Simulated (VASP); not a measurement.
The system is GaAs.

```
CELL_PARAMETERS angstrom
0.00000 2.82685 2.82685
2.82685 0.00000 2.82685
2.82685 2.82685 0.00000
ATOMIC_POSITIONS crystal
Ga 0.00000 0.00000 0.00000
As 0.75000 0.75000 0.75000
```

* Program: VASP 6.6.1
* Task: relaxation of cell and atoms
* Functional: LDA
* Potentials or basis: VASP PAW LDA potentials, release 64 (Ga_d, As)
* Cutoff: 600 eV
* k mesh: 12 × 12 × 12
* Occupations: gaussian, width 0.01 eV
* Spin: no spin polarisation

At the start: pressure -1.6 GPa; volume 22.59 Å³/atom.

Problem. How do energy, volume and symmetry change on relaxing?

Solution. Over 3 steps the energy falls by 2.6 meV/atom and the volume is 22.08 Å³/atom (-2.3 %); space group F-43m (No. 216, to 0.05 Å).

Step by step:
| step | energy change (eV) | largest force (eV/Å) | pressure (GPa) | volume (Å³) |
| --- | --- | --- | --- | --- |
| 1 | 0.0000 | 0.0000 | -1.62 | 45.18 |
| 2 | -0.0041 | 0.0000 | 0.75 | 43.70 |
| 3 | -0.0052 | 0.0000 | 0.01 | 44.16 |

Final structure:
```
Ga As
1.0
     0.00000    2.80543    2.80543
     2.80543    0.00000    2.80543
     2.80543    2.80543    0.00000
Ga As
1 1
Direct
  0.00000 0.00000 0.00000
  0.75000 0.75000 0.75000
```
